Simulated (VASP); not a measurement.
Write the native input for VASP 6.6.1 that does the following.

```yaml
Task: single point
Functional: PBEsol
Potentials_or_basis: VASP PAW PBE potentials, release 64 (P)
Cutoff: 520 eV
k_mesh: 14 × 14 × 10
Occupations: gaussian, width 0.1 eV
Spin: no spin polarisation
Dipole_correction: no
Further_INCAR_settings: ALGO = Normal; EDIFF = 1e-06; NBANDS = 18
```

The structure of P lies in POSCAR:

```
P
1.0
    1.6585568906     -5.1467727671      0.0000000000
    1.6585568906      5.1467727671      0.0000000000
    0.0000000000      0.0000000000      4.1979996840
P
4
Direct
    0.8947679682      0.1052320318      0.0729309894
    0.6052320318      0.3947679682      0.5729309894
    0.1052320318      0.8947679682      0.9270690106
    0.3947679682      0.6052320318      0.4270690106
```

One way to write it, as run:

INCAR

```
PREC     = Accurate       # precision mode
ENCUT    = 520            # plane-wave cutoff, eV
EDIFF    = 1E-6           # SCF threshold, eV
ISMEAR   = 0              # smearing method
SIGMA    = 0.1            # smearing width, eV
LREAL    = False          # projectors in reciprocal space
LASPH    = True           # aspherical terms in the spheres
NELM     = 100            # most SCF steps
ALGO     = Normal         # electronic algorithm
ISIF     = 2              # what is computed and relaxed
LWAVE    = False          # write WAVECAR
LCHARG   = False          # write CHGCAR
GGA      = PS             # functional
NBANDS   = 18             # bands
```

KPOINTS

```
Automatic mesh
0
Gamma
  14 14 10
```

Potentials or basis: VASP PAW PBE potentials, release 64 (P).

Command:

```console
$ cat potpaw_PBE.64/P/POTCAR > POTCAR
$ mpirun -np 1 vasp_std > vasp.out
```

Results of the run:

The pressure is -0.1 GPa, the largest force is 0.032 eV/Å and the band gap on the k mesh is zero (band 10 reaches 7.36 eV, above the bottom of band 11 at 7.10 eV).

Caveat: the PAW data sets were made with another functional, which shifts forces and pressure a little.

Wall time 4 min on 1 thread of Intel Xeon 6975P-C, on a shared host, peak memory 0.43 GiB.
